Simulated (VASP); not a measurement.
Input of a VASP 6.6.1 run:

The input INCAR:

```
SYSTEM = GaN
PREC = Accurate
ENCUT = 520
EDIFF = 1E-6
ISMEAR = 0
SIGMA = 0.01
LREAL = .FALSE.
LASPH = .TRUE.
NELM = 100
ALGO = Normal
ISIF = 2
LWAVE = .FALSE.
LCHARG = .FALSE.
GGA = PS
IBRION = 2
NSW = 50
EDIFFG = -0.002
```

The input KPOINTS:

```
regular mesh
0
G
  8 8 4
  0 0 0
```

Contents of POSCAR:

```
GaN
1.0
    3.1825744861      0.0000000000      0.0000000000
   -1.5912872430      2.7561903544      0.0000000000
    0.0000000000      0.0000000000      5.2113369047
Ga N
2 2
Direct
    0.3333333333      0.6666666667     -0.0008061617
    0.6666666667      0.3333333333      0.4991938383
    0.3333333333      0.6666666667      0.3758061617
    0.6666666667      0.3333333333      0.8758061617
```

Potentials or basis: VASP PAW PBE potentials, release 64 (Ga_d, N).

The run is started by

```console
$ cat potpaw_PBE.64/Ga_d/POTCAR potpaw_PBE.64/N/POTCAR > POTCAR
$ mpirun -np 1 vasp_std > vasp.out
```

Problem. Estimate the band gap on the k mesh.

Solution. 1.84 eV.

Problem. What does it give for the energy gained by relaxing?

Solution. 0.0 meV/atom.

The path:
```csv
step,energy change (eV),largest force (eV/Å),pressure (GPa)
1,0.0000,0.0454,-1.12
2,-0.0002,0.0038,-1.15
3,-0.0002,0.0007,-1.14
```

Caveat: the cell differs from its parent crystal (z stretched by +0.5 %, x and y held); the PAW data sets were made with another functional, which shifts forces and pressure a little.
